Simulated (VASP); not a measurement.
# Ge (Fd-3m) in VASP: further runs, part 2 of 2

VASP 6.6.1.

### Step 4. Single point, PBEsol

This run uses another cell than the first one, of 22.97 Å³/atom, 0.926 times its volume.

Contents of INCAR:

```
PREC = Accurate
ENCUT = 500
EDIFF = 1E-6
ISMEAR = -1
SIGMA = 0.05
LREAL = F
LASPH = T
NELM = 120
ALGO = Normal
ISIF = 2
LWAVE = F
LCHARG = F
GGA = PS
NBANDS = 21
GGA_COMPAT = F
```

Contents of KPOINTS:

```
regular mesh
0
Gamma
  5 5 5
```

Contents of POSCAR:

```
Ge
1.0
    0.0000000000      2.8427377539      2.8427377539
    2.8427377539      0.0000000000      2.8427377539
    2.8427377539      2.8427377539      0.0000000000
Ge
2
Direct
    0.5000000000      0.5000000000      0.5000000000
    0.7500000000      0.7500000000      0.7500000000
```

Potentials or basis: VASP PAW PBE potentials, release 64 (Ge_d).

On the command line:

```
$ cat potpaw_PBE.64/Ge_d/POTCAR > POTCAR
$ mpirun -np 1 vasp_std > vasp.out
```

OUTCAR:

```text
PREC = Accurate
   ENCUT = 500
   EDIFF = 1E-6
   ISMEAR = -1
   LREAL = F
   LASPH = T
   NELM = 120
   ISIF = 2
   GGA = PS

 ion  position               nearest neighbor table
   1  0.500  0.500  0.500-   2 2.46   2 2.46   2 2.46   2 2.46
   2  0.750  0.750  0.750-   1 2.46   1 2.46   1 2.46   1 2.46

  LATTYP: Found a face centered cubic cell.
 ALAT       =     5.6854755078

  Lattice vectors:

 A1 = (   0.0000000000,   2.8427377539,   2.8427377539)
 A2 = (   2.8427377539,   0.0000000000,   2.8427377539)
 A3 = (   2.8427377539,   2.8427377539,   0.0000000000)

Analysis of symmetry for initial positions (statically):
=====================================================================
 Subroutine PRICEL returns:
 Original cell was already a primitive cell.

 Routine SETGRP: Setting up the symmetry group for a
 face centered cubic supercell.

 Subroutine GETGRP returns: Found 48 space group operations
 (whereof 24 operations were pure point group operations)
[... 145 lines left out ...]
  ext. energy  EPLUGINS =         0.00000000
  ---------------------------------------------------
  free energy    TOTEN  =        -9.77006889 eV

  energy without entropy =       -9.76699161  energy(sigma->0) =       -9.76853025

 E-fermi :   4.7512     XC(G=0): -10.0466

 val. band max:        4.7410023063   @ k =   0.0000   0.0000   0.0000
 cond. band min:       4.8987973843   @ k =   0.4000   0.0000   0.0000
 fundamental gap:      0.1577950779
 Fermi energy:         4.7511964404

 k-point     1 :       0.0000    0.0000    0.0000
  band No.  band energies     occupation
      1     -19.9934      2.00000
      2     -19.9934      2.00000
      3     -19.9934      2.00000
      4     -19.9582      2.00000
      5     -19.9582      2.00000
      6     -19.7537      2.00000
[... 229 lines left out ...]
     20      15.0716      0.00000
     21      17.7363      0.00000

------------------------ aborting loop because EDIFF is reached ----------------------------------------

  FORCE on cell =-STRESS in cart. coord.  units (eV):
  Direction    XX          YY          ZZ          XY          YZ          ZX
  --------------------------------------------------------------------------------------
  -------------------------------------------------------------------------------------
  Total       -0.0463766     -0.0463766     -0.0463766      0.0000000     -0.0000000      0.0000000
  in kB       -1.6172199     -1.6172199     -1.6172199      0.0000000     -0.0000000      0.0000000
  external PRESSURE =      -1.6172199 kB  Pullay stress =       0.0000000 kB

 VOLUME and BASIS-vectors are now :
 -----------------------------------------------------------------------------
  energy-cutoff  :      500.00
  volume of cell :       45.95
      direct lattice vectors                 reciprocal lattice vectors
     0.000000000  2.842737754  2.842737754    -0.175886784  0.175886784  0.175886784
     2.842737754  0.000000000  2.842737754     0.175886784 -0.175886784  0.175886784
     2.842737754  2.842737754  0.000000000     0.175886784  0.175886784 -0.175886784

 POSITION                                       TOTAL-FORCE (eV/Angst)
 -----------------------------------------------------------------------------------
      2.84274      2.84274      2.84274        -0.000000      0.000000      0.000000
      4.26411      4.26411      4.26411         0.000000     -0.000000     -0.000000
 -----------------------------------------------------------------------------------
    total drift:                                0.000000     -0.000000     -0.000000

  FREE ENERGIE OF THE ION-ELECTRON SYSTEM (eV)
  ---------------------------------------------------
  free  energy   TOTEN  =        -9.7700688911 eV

  energy  without entropy=       -9.7669916094  energy(sigma->0) =       -9.76853025
```

OSZICAR:

```text
N       E                     dE             d eps       ncg     rms          rms(c)
DAV:   1     0.193793536526E+03    0.19379E+03   -0.14206E+04   463   0.354E+03
DAV:   2     0.180676877979E+02   -0.17573E+03   -0.16951E+03   420   0.622E+02
DAV:   3    -0.900482324901E+01   -0.27073E+02   -0.26917E+02   475   0.143E+02
DAV:   4    -0.990969437330E+01   -0.90487E+00   -0.90408E+00   475   0.313E+01
DAV:   5    -0.992460757198E+01   -0.14913E-01   -0.14913E-01   470   0.434E+00    0.325E+00
DAV:   6    -0.981899285448E+01    0.10561E+00   -0.35731E-02   557   0.224E+00    0.185E+00
DAV:   7    -0.976872084864E+01    0.50272E-01   -0.59809E-02   463   0.244E+00    0.160E-01
DAV:   8    -0.976991431821E+01   -0.11935E-02   -0.73626E-03   458   0.118E+00    0.515E-02
DAV:   9    -0.977004787677E+01   -0.13356E-03   -0.24358E-04   485   0.221E-01    0.123E-02
DAV:  10    -0.977006820339E+01   -0.20327E-04   -0.26357E-05   535   0.423E-02    0.582E-03
DAV:  11    -0.977006935424E+01   -0.11508E-05   -0.61090E-06   575   0.407E-02    0.160E-03
DAV:  12    -0.977006889108E+01    0.46316E-06   -0.95753E-07   265   0.202E-02
   1 F= -.97700689E+01 E0= -.97685303E+01  d E =-.307728E-02
```

stdout:

```text
POSCAR found type information on POSCAR Ge
 POSCAR found :  1 types and       2 ions
 scaLAPACK will be used
 -----------------------------------------------------------------------------
|                                                                             |
|                                                                             |
|     You enforced a specific xc type in the INCAR file but a different       |
|     I HOPE YOU KNOW WHAT YOU ARE DOING!                                     |
|                                                                             |
 -----------------------------------------------------------------------------

 LDA part: xc-table for (Slater+PW92), standard interpolation
 POSCAR, INCAR and KPOINTS ok, starting setup
 FFT: planning ... GRIDC
 FFT: planning ... GRID_SOFT
 FFT: planning ... GRID
 WAVECAR not read
 entering main loop
```

Run time: 6.2 s. Hardware: 1 thread of Intel Xeon 6975P-C (Granite Rapids), shared host; peak memory 0.16 GiB.

What came out:

* Free energy: -9.7701 eV
* Pressure: -0.2 GPa
* Band gap on the k mesh: zero (filled and empty bands touch)

Levels at points of the mesh, in eV from the Fermi level:
```csv
k point,band 10,band 11,band 12,band 13,band 14,band 15,band 16,band 17,band 18,band 19
"(0.00, 0.00, 0.00)",-24.49,-12.70,-0.15,-0.01,-0.01,-0.01,2.51,2.51,2.51,6.17
```

Caveat: the k points lie up to 0.38 Å⁻¹ apart; the PAW data sets were made with another functional, which shifts forces and pressure a little.

### Step 5. Single point, PBEsol

This run uses another cell than the first one, of 22.97 Å³/atom, 0.926 times its volume.

INCAR is that of step 4.

Contents of KPOINTS:

```
Automatic mesh
0
Gamma
  9 9 9
```

POSCAR is that of step 4.

Potentials or basis: VASP PAW PBE potentials, release 64 (Ge_d).

On the command line:

```
$ cat potpaw_PBE.64/Ge_d/POTCAR > POTCAR
$ mpirun -np 1 vasp_std > vasp.out
```

OUTCAR:

```text
PREC = Accurate
   ENCUT = 500
   EDIFF = 1E-6
   ISMEAR = -1
   LREAL = F
   LASPH = T
   NELM = 120
   ISIF = 2
   GGA = PS

 ion  position               nearest neighbor table
   1  0.500  0.500  0.500-   2 2.46   2 2.46   2 2.46   2 2.46
   2  0.750  0.750  0.750-   1 2.46   1 2.46   1 2.46   1 2.46

  LATTYP: Found a face centered cubic cell.
 ALAT       =     5.6854755078

  Lattice vectors:

 A1 = (   0.0000000000,   2.8427377539,   2.8427377539)
 A2 = (   2.8427377539,   0.0000000000,   2.8427377539)
 A3 = (   2.8427377539,   2.8427377539,   0.0000000000)

Analysis of symmetry for initial positions (statically):
=====================================================================
 Subroutine PRICEL returns:
 Original cell was already a primitive cell.

 Routine SETGRP: Setting up the symmetry group for a
 face centered cubic supercell.

 Subroutine GETGRP returns: Found 48 space group operations
 (whereof 24 operations were pure point group operations)
 out of a pool of 48 trial point group operations.

[... 151 lines left out ...]
 NGX is ok and might be reduce to    30
   NGX = 15   NGY = 15   NGZ = 15

 number of electron      28.0000010 magnetization

 Free energy of the ion-electron system (eV)
  ---------------------------------------------------
  ext. energy  EPLUGINS =         0.00000000
  ---------------------------------------------------
  free energy    TOTEN  =        -9.86829646 eV

  energy without entropy =       -9.86750815  energy(sigma->0) =       -9.86790230

 E-fermi :   4.7136     XC(G=0): -10.0588

 val. band max:        4.5820345657   @ k =   0.0000   0.0000   0.0000
 cond. band min:       4.7209247551   @ k =   0.0000   0.0000   0.0000
 fundamental gap:      0.1388901894
 Fermi energy:         4.7136447296

 k-point     1 :       0.0000    0.0000    0.0000
  band No.  band energies     occupation
      1     -20.0221      2.00000
      2     -20.0221      2.00000
      3     -20.0221      2.00000
      4     -19.9865      2.00000
      5     -19.9865      2.00000
      6     -19.7823      2.00000
[... 565 lines left out ...]
     20      16.8138      0.00000
     21      17.5068      0.00000

 [... further k-points ...]
[... 5 lines left out ...]
  --------------------------------------------------------------------------------------
  -------------------------------------------------------------------------------------
  Total       -0.1367609     -0.1367609     -0.1367609      0.0000000      0.0000000     -0.0000000
  in kB       -4.7690516     -4.7690516     -4.7690516      0.0000000      0.0000000     -0.0000000
  external PRESSURE =      -4.7690516 kB  Pullay stress =       0.0000000 kB

 VOLUME and BASIS-vectors are now :
 -----------------------------------------------------------------------------
  energy-cutoff  :      500.00
  volume of cell :       45.95
      direct lattice vectors                 reciprocal lattice vectors
     0.000000000  2.842737754  2.842737754    -0.175886784  0.175886784  0.175886784
     2.842737754  0.000000000  2.842737754     0.175886784 -0.175886784  0.175886784
     2.842737754  2.842737754  0.000000000     0.175886784  0.175886784 -0.175886784

 POSITION                                       TOTAL-FORCE (eV/Angst)
 -----------------------------------------------------------------------------------
      2.84274      2.84274      2.84274        -0.000000     -0.000000     -0.000000
      4.26411      4.26411      4.26411         0.000000      0.000000      0.000000
 -----------------------------------------------------------------------------------
    total drift:                                0.000000     -0.000000     -0.000000

  FREE ENERGIE OF THE ION-ELECTRON SYSTEM (eV)
  ---------------------------------------------------
  free  energy   TOTEN  =        -9.8682964598 eV

  energy  without entropy=       -9.8675081464  energy(sigma->0) =       -9.86790230
```

OSZICAR:

```text
N       E                     dE             d eps       ncg     rms          rms(c)
DAV:   1     0.187893969482E+03    0.18789E+03   -0.14272E+04  1657   0.356E+03
DAV:   2     0.172737964284E+02   -0.17062E+03   -0.16506E+03  1475   0.602E+02
DAV:   3    -0.909788365385E+01   -0.26372E+02   -0.26196E+02  1640   0.142E+02
DAV:   4    -0.999987036687E+01   -0.90199E+00   -0.90139E+00  1675   0.306E+01
DAV:   5    -0.100146281188E+02   -0.14758E-01   -0.14757E-01  1675   0.432E+00    0.320E+00
DAV:   6    -0.991492535173E+01    0.99703E-01   -0.35171E-02  1957   0.227E+00    0.182E+00
DAV:   7    -0.986719135670E+01    0.47734E-01   -0.57116E-02  1610   0.241E+00    0.156E-01
DAV:   8    -0.986816960358E+01   -0.97825E-03   -0.66296E-03  1685   0.113E+00    0.507E-02
DAV:   9    -0.986827954240E+01   -0.10994E-03   -0.23592E-04  1714   0.216E-01    0.113E-02
DAV:  10    -0.986829582095E+01   -0.16279E-04   -0.21621E-05  1759   0.372E-02    0.548E-03
DAV:  11    -0.986829686665E+01   -0.10457E-05   -0.53182E-06  1990   0.367E-02    0.152E-03
DAV:  12    -0.986829645978E+01    0.40687E-06   -0.84752E-07  1015   0.185E-02
   1 F= -.98682965E+01 E0= -.98679023E+01  d E =-.788313E-03
```

Run time: 15 s. Hardware: 1 thread of Intel Xeon 6975P-C (Granite Rapids), shared host; peak memory 0.17 GiB.

What came out:

- Free energy: -9.8683 eV
- Pressure: -0.5 GPa
- Band gap on the k mesh: zero (filled and empty bands touch)

Caveat: the PAW data sets were made with another functional, which shifts forces and pressure a little.

### Step 6. The runs side by side

```csv
cell,k mesh,cutoff (eV),gap on the mesh (eV),pressure (GPa)
"a = 4.125 Å, angles 60.0°, 2 atoms",9 × 9 × 9,520,none,-4.6
"a = 4.175 Å, angles 60.0°, 2 atoms",9 × 9 × 9,520,none,-6.0
"a = 4.020 Å, angles 60.0°, 2 atoms",5 × 5 × 5,500,none,-0.2
"a = 4.020 Å, angles 60.0°, 2 atoms",9 × 9 × 9,500,none,-0.5
```

Alike in all rows: task single point; level PBEsol; potentials or basis VASP PAW PBE potentials, release 64 (Ge_d); no spin polarisation; smearing fermi-dirac 0.05 eV.

Caveats: some runs use coarse meshes; the PAW data sets were made with another functional, which shifts forces and pressure a little.

Absolute energies hang on the potentials; compare differences alone.
